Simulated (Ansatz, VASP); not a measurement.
## NiSb: VASP beside Ansatz

Contents of INCAR:

```
SYSTEM = NiSb
ALGO = Normal
EDIFF = 1E-8
ENCUT = 520
GGA = PS
ISIF = 2
ISMEAR = -1
LASPH = .True.
LCHARG = .False.
LEFG = .True.
LREAL = .False.
LWAVE = .False.
NBANDS = 23
NELM = 100
PREC = Accurate
SIGMA = 0.08
```

File KPOINTS:

```
k-points
0
Gamma
  10 10 7
  0 0 0
```

POSCAR

```
NiSb
1.0
    3.9296697660      0.0000000000      0.0000000000
   -1.9648348830      3.4031938458      0.0000000000
    0.0000000000      0.0000000000      5.1161871700
Ni Sb
2 2
Direct
    0.0000000000      0.0000000000      0.0000000000
    0.0000000000      0.0000000000      0.5000000000
    0.3333333333      0.6666666667      0.2500000000
    0.6666666667      0.3333333333      0.7500000000
```

Input for Ansatz:

```yaml
crystal:
  lattice:
    - [3.929669766, 0.0, 0.0]
    - [-1.964834883, 3.4031938458, 0.0]
    - [0.0, 0.0, 5.11618717]
  atoms:
    - { symbol: Ni, position: [0.0, 0.0, 0.0] }
    - { symbol: Ni, position: [0.0, 0.0, 0.5] }
    - { symbol: Sb, position: [0.3333333333, 0.6666666667, 0.25] }
    - { symbol: Sb, position: [0.6666666667, 0.3333333333, 0.75] }
kpoints:
  mp_grid: { grid: [10, 10, 7] }
  band_path:
    path:
      - [0.0, 0.0, 0.0]
      - [0.5, 0.0, 0.0]
      - [0.3333333333, 0.3333333333, 0.0]
      - [0.0, 0.0, 0.0]
      - [0.0, 0.0, 0.5]
      - [0.5, 0.0, 0.5]
      - [0.3333333333, 0.3333333333, 0.5]
      - [0.0, 0.0, 0.5]
      - [0.5, 0.0, 0.5]
    npoints: 14
scf:
  occupations: { method: fermi_dirac, width: 0.08 }
  eigensolver: { kind: davidson }
hamiltonian:
  xc: pbesol
  pseudopotentials: { kind: paw }
output:
  forces: true
  stress: true
  eigenvalues: true
  efg: { contact_densities: true }
  populations: true
basis:
  precision: f64
```

Alike in both runs: task electric field gradients; functional PBEsol; k mesh 10 × 10 × 7; occupations fermi-dirac, width 0.08 eV; no spin polarisation.

|  | VASP | Ansatz |
| --- | --- | --- |
| version | VASP 6.6.1 | Ansatz 0.2.0 |
| potentials or method | VASP PAW PBE potentials, release 64 (Ni, Sb) | PAW with Ansatz's default frozen-core files, scalar-relativistic |
| plane-wave cutoff (eV) | 520 | 420 |
| valence electrons in the cell | 30 | 66 |

```tsv
	VASP	Ansatz	Ansatz less VASP
gap on the k mesh at the Fermi level (eV)	none	none	-
pressure (GPa)	-1.8	-1.9	-0.05
traceless stress, the component that is largest in VASP (GPa)	-0.40	-0.48	-0.081
```

VASP's potentials were made for PBE, not for PBEsol. A gap of «none» marks a metal or a gap that the smearing closes. VASP's potentials hold 30 valence electrons a cell and Ansatz's 66, so a difference there can come from the potentials and not from the codes.

Neither program's run includes spin-orbit coupling.
